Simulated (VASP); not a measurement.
Here is a VASP 6.6.1 calculation.

Contents of INCAR:

```
SYSTEM = Si3H2C3
PREC = Accurate ; ENCUT = 520
EDIFF = 1E-6 ; ISMEAR = -1
SIGMA = 0.05 ; LREAL = .FALSE.
LASPH = .TRUE. ; NELM = 100
ALGO = Normal ; ISIF = 2
LWAVE = .FALSE. ; LCHARG = .FALSE.
GGA = PE ; NBANDS = 23
```

Contents of KPOINTS:

```
regular mesh
0
G
  4 4 1
  0 0 0
```

Contents of POSCAR:

```
Si3H2C3
1.0
    2.1784270000     -2.1784270000      0.0000000000
    0.0000000000      2.1784270000     -2.1784270000
   12.2165690000     12.2165690000     12.2165690000
Si C H
3 3 2
Direct
    0.0084070000      0.0018000000      0.6321410000
    0.3497950000      0.6559100000      0.3956210000
    0.6463430000      0.3188270000      0.5134920000
    0.0033880000      0.0118120000      0.3665580000
    0.3488800000      0.6686310000      0.4866310000
    0.6405540000      0.3233780000      0.6036390000
    0.0256670000      0.0166950000      0.7038150000
    0.0075650000      0.0047030000      0.3134400000
```

Potentials or basis: VASP PAW PBE potentials, release 64 (Si, C, H).

The run is started by

```bash
$ cat potpaw_PBE.64/Si/POTCAR potpaw_PBE.64/C/POTCAR potpaw_PBE.64/H/POTCAR > POTCAR
$ mpirun -np 1 vasp_std > vasp.out
```

(1) What does it give for the band gap on the k mesh?

(2) Predict the largest force.

Results:

(1) 1.93 eV, indirect (least direct gap 3.36 eV).

(2) 2.167 eV/Å.

Caveat: the k points lie up to 0.59 Å⁻¹ apart.
